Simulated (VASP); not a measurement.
Write the native input for VASP 6.6.1 that does the following.

* Task: single point
* Functional: PBEsol
* Potentials or basis: VASP PAW PBE potentials, release 64 (Cd, Se)
* Cutoff: 500 eV
* k mesh: 9 × 9 × 4
* Occupations: gaussian, width 0.01 eV
* Spin: no spin polarisation
* Dipole correction: no
* Further INCAR settings: ALGO = Normal; EDIFF = 1e-06; NBANDS = 26

The structure of CdSe (sol) lies in POSCAR:

```
CdSe
1.0
    4.2590929138      0.0000000000      0.0000000000
   -2.1295464569      3.6884826604      0.0000000000
    0.0000000000      0.0000000000      6.9511811813
Cd Se
2 2
Direct
    0.3333333333      0.6666666667      0.0001850777
    0.6666666667      0.3333333333      0.5001850777
    0.3333333333      0.6666666667      0.3758149223
    0.6666666667      0.3333333333      0.8758149223
```

These files were run (other wordings do the same):

INCAR

```
SYSTEM = CdSe
PREC = Accurate
ENCUT = 500
EDIFF = 1E-6
ISMEAR = 0
SIGMA = 0.01
LREAL = .FALSE.
LASPH = .TRUE.
NELM = 120
ALGO = Normal
ISIF = 2
LWAVE = .FALSE.
LCHARG = .TRUE.
GGA = PS
LELF = .TRUE.
LVHAR = .TRUE.
NBANDS = 26
GGA_COMPAT = .FALSE.
```

KPOINTS

```
regular mesh
0
G
  9 9 4
  0 0 0
```

Potentials or basis: VASP PAW PBE potentials, release 64 (Cd, Se).

The run is started by

```console
$ cat potpaw_PBE.64/Cd/POTCAR potpaw_PBE.64/Se/POTCAR > POTCAR
$ mpirun -np 1 vasp_std > vasp.out
```

It gave:

| Property | Result |
| --- | --- |
| Pressure | 2.1 GPa |
| Band gap on the k mesh | 0.60 eV, direct |

Caveat: the PAW data sets were made with another functional, which shifts forces and pressure a little.

Run time: 2.3 min on 1 thread of AMD EPYC 7R13, with other jobs on the host, peak memory 0.24 GiB.
